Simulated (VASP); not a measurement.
# Ag (Fm-3m) in VASP: a series of runs

The runs below take Ag through single point, with PBEsol+D4.

All numbers are computed with VASP 6.6.1; they aren't measurements. Logs are shortened: lines on timing, memory, paths and dates and some standing lists are left out, and cuts for length are marked.

**1. The cell of the first run**

It takes space group Fm-3m (No. 225, cubic). Conventional cell: a = 4.060 Å, b = 4.060 Å, c = 4.060 Å, α = 90.00°, β = 90.00°, γ = 90.00°. Within 3.8 Å of Ag (site symmetry m-3m) lie 12 Ag at 2.87 Å.

**2. Single point, PBEsol+D4**

File INCAR:

```
SYSTEM = Ag
PREC = Accurate
ENCUT = 500
EDIFF = 1E-6
ISMEAR = 0
SIGMA = 0.1
LREAL = .FALSE.
LASPH = .TRUE.
NELM = 120
ALGO = Normal
ISIF = 2
LWAVE = .FALSE.
LCHARG = .FALSE.
GGA = PS
IVDW = 13
NBANDS = 12
GGA_COMPAT = .FALSE.
```

File KPOINTS:

```
regular mesh
0
G
  8 8 8
  0 0 0
```

File POSCAR:

```
Ag
1.0
    0.0000000000      2.0300000000      2.0300000000
    2.0300000000      0.0000000000      2.0300000000
    2.0300000000      2.0300000000      0.0000000000
Ag
1
Direct
    0.0000000000      0.0000000000      0.0000000000
```

Potentials or basis: VASP PAW PBE potentials, release 64 (Ag).

Launch:

```bash
> cat potpaw_PBE.64/Ag/POTCAR > POTCAR
> mpirun -np 1 vasp_std > vasp.out
```

OUTCAR:

```text
SYSTEM = Ag
   PREC = Accurate
   ENCUT = 500
   EDIFF = 1E-6
   ISMEAR = 0
   LREAL = .FALSE.
   LASPH = .TRUE.
   NELM = 120
   ISIF = 2
   GGA = PS
   IVDW = 13

 ion  position               nearest neighbor table
   1  0.000  0.000  0.000-

  LATTYP: Found a face centered cubic cell.
 ALAT       =     4.0600000000

  Lattice vectors:

 A1 = (   0.0000000000,   2.0300000000,   2.0300000000)
 A2 = (   2.0300000000,   0.0000000000,   2.0300000000)
 A3 = (   2.0300000000,   2.0300000000,   0.0000000000)

Analysis of symmetry for initial positions (statically):
=====================================================================
 Subroutine PRICEL returns:
 Original cell was already a primitive cell.

 Routine SETGRP: Setting up the symmetry group for a
 face centered cubic supercell.

 Subroutine GETGRP returns: Found 48 space group operations
[... 9 lines left out ...]

 Routine SETGRP: Setting up the symmetry group for a
 face centered cubic supercell.

 Subroutine GETGRP returns: Found 48 space group operations
[... 11 lines left out ...]
                                     Primitive cell

  volume of cell :      16.7309

  direct lattice vectors                    reciprocal lattice vectors
     0.000000000  2.030000000  2.030000000    -0.246305419  0.246305419  0.246305419
     2.030000000  0.000000000  2.030000000     0.246305419 -0.246305419  0.246305419
     2.030000000  2.030000000  0.000000000     0.246305419  0.246305419 -0.246305419

  length of vectors
     2.870853532  2.870853532  2.870853532     0.426613499  0.426613499  0.426613499

  position of ions in fractional coordinates (direct lattice)
     0.000000000  0.000000000  0.000000000

  ion indices of the primitive-cell ions
   primitive index   ion index
                 1           1

----------------------------------------------------------------------------------------

 KPOINTS: regular mesh

Automatic generation of k-mesh.
 Grid dimensions read from file:
 generate k-points for:    8    8    8

 Generating k-lattice:

  Cartesian coordinates                     Fractional coordinates (reciprocal lattice)
    -0.030788177  0.030788177  0.030788177     0.125000000  0.000000000  0.000000000
     0.030788177 -0.030788177  0.030788177     0.000000000  0.125000000  0.000000000
     0.030788177  0.030788177 -0.030788177     0.000000000  0.000000000  0.125000000

  Length of vectors
     0.053326687  0.053326687  0.053326687

  Shift w.r.t. Gamma in fractional coordinates (k-lattice)
     0.000000000  0.000000000  0.000000000

 Subroutine IBZKPT returns following result:
 ===========================================

 Found     29 irreducible k-points:

 Following reciprocal coordinates:
            Coordinates               Weight
  0.000000  0.000000  0.000000      1.000000
  0.125000  0.000000  0.000000      8.000000
  0.250000  0.000000  0.000000      8.000000
  0.375000  0.000000  0.000000      8.000000
  0.500000  0.000000  0.000000      4.000000
  0.125000  0.125000  0.000000      6.000000
[... 16 lines left out ...]
  0.500000  0.250000  0.125000     48.000000
 -0.375000  0.250000  0.125000     24.000000
 [... further k-points ...]
   k-points           NKPTS =     29   k-points in BZ     NKDIM =     29   number of bands    NBANDS=     12
   number of dos      NEDOS =    301   number of ions     NIONS =      1
   total plane-waves  NPLWV =  13824
   dimension x,y,z NGX =    24 NGY =   24 NGZ =   24
   dimension x,y,z NGXF=    48 NGYF=   48 NGZF=   48
   ions per type =               1
   NGX,Y,Z   is equivalent  to a cutoff of  13.90, 13.90, 13.90 a.u.
   NGXF,Y,Z  is equivalent  to a cutoff of  27.80, 27.80, 27.80 a.u.
 SYSTEM =  Ag
   PREC   = accura    normal or accurate (medium, high low for compatibility)
   ISTART =      0    job   : 0-new  1-cont  2-samecut
   ICHARG =      2    charge: 1-file 2-atom 10-const
   ISPIN  =      1    spin polarized calculation?
   LNONCOLLINEAR =      F non collinear calculations
   LSORBIT =      F    spin-orbit coupling
   LASPH  =      T    aspherical Exc in radial PAW
   ENCUT  =  500.0 eV  36.75 Ry    6.06 a.u.   5.23  5.23  5.23*2*pi/ulx,y,z
   NELM   =    120;   NELMIN=  2; NELMDL= -5     # of ELM steps
   EDIFF  = 0.1E-05   stopping-criterion for ELM
   LREAL  =      F    real-space projection
   EDIFFG = 0.1E-04   stopping-criterion for IOM
   NSW    =      0    number of steps for IOM
   IBRION =     -1    ionic relax: 0-MD 1-quasi-New 2-CG
   NFREE  =      0    steps in history (QN), initial steepest desc. (CG)
   ISIF   =      2    stress and relaxation
   ISYM   =      2    0-nonsym 1-usesym 2-fastsym
   POTIM  = 0.5000    time-step for ionic-motion
   TEBEG  =    0.0;   TEEND  =   0.0 temperature during run
   PSTRESS=    0.0 pullay stress
   NELECT =      11.0000    total number of electrons
   NUPDOWN=      -1.0000    fix difference up-down
   EMIN   =  10.00;   EMAX   =-10.00  energy-range for DOS
   EFERMI =   0.00;   METHOD = LEGACY
   ISMEAR =     0;   SIGMA  =   0.10  broadening in eV -4-tet -1-fermi 0-gaus
   EFERMI_NEDOS =   21; number of points for ismear=-14 and -15
   IALGO  =     38    algorithm
   IMIX   =      4    mixing-type and parameters
     AMIX     =   0.40;   BMIX     =  1.00
     AMIX_MAG =   1.60;   BMIX_MAG =  1.00
  volume/ion in A,a.u.               =      16.73       112.91
  Fermi-wavevector in a.u.,A,eV,Ry     =   1.423529  2.690080 27.571324  2.026435
  Thomas-Fermi vector in A             =   2.544117
   LORBIT       =      0    0 simple, 1 ext, 2 COOP (PROOUT), +10 PAW based schemes
   GGA     = PS    functional components
   LHFCALC =     F    Hartree Fock is set to
   AEXX    =    0.0000 exact exchange contribution
   IVDW    =    13    specifies the selected vdW correction
   LEPSILON=     F    determine dielectric tensor
   LRPA    =     F    only Hartree local field effects (RPA)
 non-spin polarized calculation
 Gauss-broadening in eV      SIGMA  =   0.10
  energy-cutoff  :      500.00
  volume of cell :       16.73
 maximum number of plane-waves:       444
 NGX is ok and might be reduce to    24
   NGX = 11   NGY = 11   NGZ = 11

 number of electron      11.0000000 magnetization

 Free energy of the ion-electron system (eV)
  ---------------------------------------------------
  ext. energy  EPLUGINS =         0.00000000
  ---------------------------------------------------
  free energy    TOTEN  =        -3.27833830 eV

  energy without entropy =       -3.27530467  energy(sigma->0) =       -3.27682148

 E-fermi :   8.3034     XC(G=0): -12.5241

 val. band max:        8.2288082532   @ k =   0.5000   0.2500   0.1250
 cond. band min:       8.7069398967   @ k =   0.5000   0.3750   0.1250
 fundamental gap:      0.4781316435
 Fermi energy:         8.3033713788

 k-point     1 :       0.0000    0.0000    0.0000
  band No.  band energies     occupation
      1       0.5260      2.00000
      2       3.6651      2.00000
      3       3.6651      2.00000
      4       3.6651      2.00000
      5       4.7484      2.00000
      6       4.7484      2.00000
      7      24.5219      0.00000
      8      28.2075      0.00000
      9      28.2075      0.00000
     10      28.2075      0.00000
     11      33.0737      0.00000
     12      34.3285      0.00000

 k-point     2 :       0.1250    0.0000    0.0000
  band No.  band energies     occupation
      1       1.0051      2.00000
      2       3.5702      2.00000
      3       3.7877      2.00000
      4       3.7877      2.00000
      5       4.7118      2.00000
      6       4.7118      2.00000
      7      24.1248      0.00000
      8      25.7017      0.00000
      9      28.4059      0.00000
     10      28.4059      0.00000
     11      32.1498      0.00000
     12      33.6031      0.00000

 k-point     3 :       0.2500    0.0000    0.0000
  band No.  band energies     occupation
      1       1.9541      2.00000
      2       3.8660      2.00000
      3       3.8739      2.00000
      4       3.8739      2.00000
      5       4.8748      2.00000
      6       4.8748      2.00000
      7      19.7481      0.00000
      8      25.1432      0.00000
      9      28.3447      0.00000
     10      28.3447      0.00000
     11      31.5567      0.00000
     12      31.9683      0.00000

 k-point     4 :       0.3750    0.0000    0.0000
  band No.  band energies     occupation
      1       2.0714      2.00000
      2       3.7272      2.00000
      3       3.7272      2.00000
      4       5.3374      2.00000
      5       5.3374      2.00000
      6       5.9295      2.00000
      7      15.0621      0.00000
      8      24.1986      0.00000
      9      27.1817      0.00000
     10      27.1817      0.00000
     11      31.5437      0.00000
     12      31.5437      0.00000

 k-point     5 :       0.5000    0.0000    0.0000
  band No.  band energies     occupation
      1       1.9908      2.00000
      2       3.6428      2.00000
      3       3.6428      2.00000
      4       5.5751      2.00000
      5       5.5751      2.00000
      6       7.9859      1.99999
      7      12.1911      0.00000
      8      23.7582      0.00000
      9      26.5048      0.00000
     10      26.5048      0.00000
     11      31.5923      0.00000
     12      31.5923      0.00000
[... 228 lines left out ...]
      1       1.9515      2.00000
      2       2.1038      2.00000
      3       5.5443      2.00000
      4       5.7903      2.00000
      5       5.7903      2.00000
      6      10.0202      0.00000
      7      15.3660      0.00000
      8      19.1950      0.00000
      9      19.1950      0.00000
     10      25.8897      0.00000
     11      25.9651      0.00000
     12      38.2510      0.00000

 k-point    22 :       0.3750    0.2500    0.1250
  band No.  band energies     occupation
      1       2.7767      2.00000
      2       3.0024      2.00000
      3       3.7419      2.00000
      4       4.5669      2.00000
      5       4.7620      2.00000
      6       6.0554      2.00000
      7      20.4740      0.00000
      8      20.8453      0.00000
      9      24.8701      0.00000
     10      27.9839      0.00000
     11      30.0378      0.00000
     12      33.1355      0.00000

 k-point    23 :       0.5000    0.2500    0.1250
  band No.  band energies     occupation
      1       2.7360      2.00000
      2       3.3392      2.00000
      3       3.6760      2.00000
      4       4.4709      2.00000
      5       5.2707      2.00000
      6       8.2288      1.70834
      7      15.9387      0.00000
      8      20.3812      0.00000
      9      22.7140      0.00000
     10      27.7228      0.00000
     11      31.2442      0.00000
     12      34.7903      0.00000

 k-point    24 :      -0.3750    0.2500    0.1250
  band No.  band energies     occupation
      1       2.6788      2.00000
      2       3.1899      2.00000
      3       4.0947      2.00000
      4       4.2906      2.00000
      5       5.4950      2.00000
      6      10.7760      0.00000
      7      12.5154      0.00000
      8      21.0331      0.00000
      9      21.1748      0.00000
     10      27.0986      0.00000
     11      31.9522      0.00000
     12      35.9943      0.00000

 [... further k-points ...]

------------------------ aborting loop because EDIFF is reached ----------------------------------------

  DFT-D4 for vdW energy calculation

  Edisp (eV):   -0.33681

  FORCE on cell =-STRESS in cart. coord.  units (eV):
  Direction    XX          YY          ZZ          XY          YZ          ZX
  --------------------------------------------------------------------------------------
  -------------------------------------------------------------------------------------
  Total      -0.32056    -0.32056    -0.32056    -0.00000    -0.00000     0.00000
  in kB     -30.69786   -30.69786   -30.69786    -0.00000    -0.00000     0.00000
  external pressure =      -30.70 kB  Pullay stress =        0.00 kB

 VOLUME and BASIS-vectors are now :
 -----------------------------------------------------------------------------
  energy-cutoff  :      500.00
  volume of cell :       16.73
      direct lattice vectors                 reciprocal lattice vectors
     0.000000000  2.030000000  2.030000000    -0.246305419  0.246305419  0.246305419
     2.030000000  0.000000000  2.030000000     0.246305419 -0.246305419  0.246305419
     2.030000000  2.030000000  0.000000000     0.246305419  0.246305419 -0.246305419

 POSITION                                       TOTAL-FORCE (eV/Angst)
 -----------------------------------------------------------------------------------
      0.00000      0.00000      0.00000        -0.000000     -0.000000     -0.000000
 -----------------------------------------------------------------------------------
    total drift:                                0.000000      0.000000      0.000000

  FREE ENERGIE OF THE ION-ELECTRON SYSTEM (eV)
  ---------------------------------------------------
  free  energy   TOTEN  =        -3.6151449640 eV

  energy  without entropy=       -3.6121113332  energy(sigma->0) =       -3.61362815
```

It took 10 s on 1 thread of Intel Xeon 8259CL, shared host; peak memory 0.14 GiB.

Results:

- Free energy: -3.6151 eV
- Pressure: -3.1 GPa
- Dispersion energy per atom: -0.337 eV

Levels at points of the mesh, in eV from the Fermi level:
```csv
k point,band 4,band 5,band 6,band 7,band 8,band 9
"(0.00, 0.00, 0.00)",-4.64,-3.55,-3.55,16.22,19.90,19.90
"(0.50, 0.00, 0.00)",-2.73,-2.73,-0.32,3.89,15.45,18.20
"(0.50, 0.50, 0.00)",-2.51,-2.51,1.72,7.06,10.89,10.89
```

Caveat: the PAW data sets were made with another functional, which shifts forces and pressure a little; pairwise dispersion overbinds metals, which lowers pressure and volume.

**3. Single point, PBEsol+D4**

This run uses another cell than the first one, of 16.26 Å³/atom, 0.972 times its volume.

File INCAR:

```
SYSTEM = Ag
ALGO = Normal ; EDIFF = 1E-6
ENCUT = 500 ; GGA = PS
GGA_COMPAT = .FALSE. ; ISIF = 2
ISMEAR = 0 ; IVDW = 13
LASPH = .TRUE. ; LCHARG = .FALSE.
LREAL = .FALSE. ; LWAVE = .FALSE.
NBANDS = 12 ; NELM = 120
PREC = Accurate ; SIGMA = 0.1
```

File KPOINTS:

```
k-points
0
G
  18 18 18
  0 0 0
```

File POSCAR:

```
Ag
1.0
    0.0000000000      2.0108724253      2.0108724253
    2.0108724253      0.0000000000      2.0108724253
    2.0108724253      2.0108724253      0.0000000000
Ag
1
Direct
    0.0000000000      0.0000000000      0.0000000000
```

Potentials or basis: VASP PAW PBE potentials, release 64 (Ag).

Launch:

```bash
> cat potpaw_PBE.64/Ag/POTCAR > POTCAR
> mpirun -np 1 vasp_std > vasp.out
```

Wall time 44 s (1 thread of Intel Xeon 8259CL, shared host); peak memory 0.17 GiB.

The run converged. Its results:

- Free energy: -3.6545 eV
- Pressure: -0.3 GPa
- Dispersion energy per atom: -0.346 eV

Levels at points of the mesh, in eV from the Fermi level:
| k point | band 4 | band 5 | band 6 | band 7 | band 8 | band 9 |
| --- | --- | --- | --- | --- | --- | --- |
| (0.00, 0.00, 0.00) | -4.91 | -3.77 | -3.77 | 16.12 | 19.97 | 19.97 |
| (0.50, 0.00, 0.00) | -2.90 | -2.90 | -0.55 | 3.90 | 15.36 | 18.34 |
| (0.50, 0.50, 0.00) | -2.67 | -2.67 | 1.53 | 7.14 | 10.88 | 10.88 |

Caveat: the PAW data sets were made with another functional, which shifts forces and pressure a little; pairwise dispersion overbinds metals, which lowers pressure and volume.
